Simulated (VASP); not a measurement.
Here is a VASP 6.6.1 calculation.

POSCAR

```
C
1.0
    0.0000000000      1.7801417069      1.7356381642
    1.7801417069      0.0000000000      1.7356381642
    1.7801417069      1.7801417069      0.0000000000
C
2
Direct
    0.5000000000      0.5000000000      0.5000000000
    0.7500000000      0.7500000000      0.7500000000
```

File INCAR.step1:

```
SYSTEM = C
PREC = Accurate ; ENCUT = 520
ISMEAR = 0 ; SIGMA = 0.05
LREAL = .False. ; LASPH = .True.
NELM = 80 ; NBANDS = 11
GGA = PE ; ALGO = Normal
EDIFF = 1E-4 ; LWAVE = .True.
LCHARG = .False.
```

The input INCAR.step2:

```
SYSTEM = C
PREC = Accurate ; ENCUT = 520
EDIFF = 1E-7 ; ISMEAR = 0
SIGMA = 0.05 ; LREAL = .False.
LASPH = .True. ; NELM = 80
ALGO = Normal ; ISIF = 2
LWAVE = .False. ; LCHARG = .False.
METAGGA = R2SCAN ; LMIXTAU = .True.
NBANDS = 11 ; ISTART = 1
```

File KPOINTS:

```
Automatic mesh
0
Gamma
  12 12 12
  0 0 0
```

Potentials or basis: VASP PAW PBE potentials, release 64 (C).

Run with:

```sh
$ cat potpaw_PBE.64/C/POTCAR > POTCAR
$ cp INCAR.step1 INCAR
$ mpirun -np 1 vasp_std > vasp.out
$ cp INCAR.step2 INCAR
$ mpirun -np 1 vasp_std > vasp.out
```

Predict the band gap on the k mesh.

3.73 eV (least direct gap 5.43 eV).

Estimate the pressure.

13.2 GPa.

Stress tensor (GPa, compression positive):
```
 4.83  0.00  0.00
 0.00  4.83  0.00
 0.00  0.00 29.92
```

Caveat: the cell differs from its parent crystal (strain +0.000 along x and y, -0.025 along z); the cell stands under pressure; the PAW data sets were made with another functional, which shifts forces and pressure a little. A k mesh can miss the band edges.
